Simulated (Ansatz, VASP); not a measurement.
## Two plane-wave programs on Ca2Zn

```xyz
6
Lattice="7.3916 0.0000 0.0000 0.0000 7.3916 0.0000 0.0000 0.0000 3.9130" Properties=species:S:1:pos:R:3 pbc="T T T"
Ca    2.0856    2.0856    0.0000
Ca    5.3060    5.3060    0.0000
Ca    1.6102    5.7814    1.9565
Ca    5.7814    1.6102    1.9565
Zn    0.0000    0.0000    0.0000
Zn    3.6958    3.6958    1.9565
```

Alike in both runs: task single point; functional LDA; k mesh 3 × 3 × 6; occupations fermi-dirac, width 0.05 eV; no spin polarisation.

|  | VASP | Ansatz |
| --- | --- | --- |
| version | VASP 6.6.1 | Ansatz 0.2.0 |
| potentials or method | VASP PAW LDA potentials, release 64 (Ca_sv, Zn), cutoff 520 eV | plane waves, PAW |
| valence electrons in the cell | 64 | 64 |

Ansatz gave:

```
pressure (GPa)                                                : -1.9
traceless stress, the component that is largest in VASP (GPa) : 0.89
```

Q: What did VASP give for the same quantities?

A: Pressure (GPa): -1.8; traceless stress, the component that is largest in VASP (GPa): 0.88.

LDA's correlation is that of Perdew and Zunger in VASP and of Perdew and Wang (1992) in Ansatz.
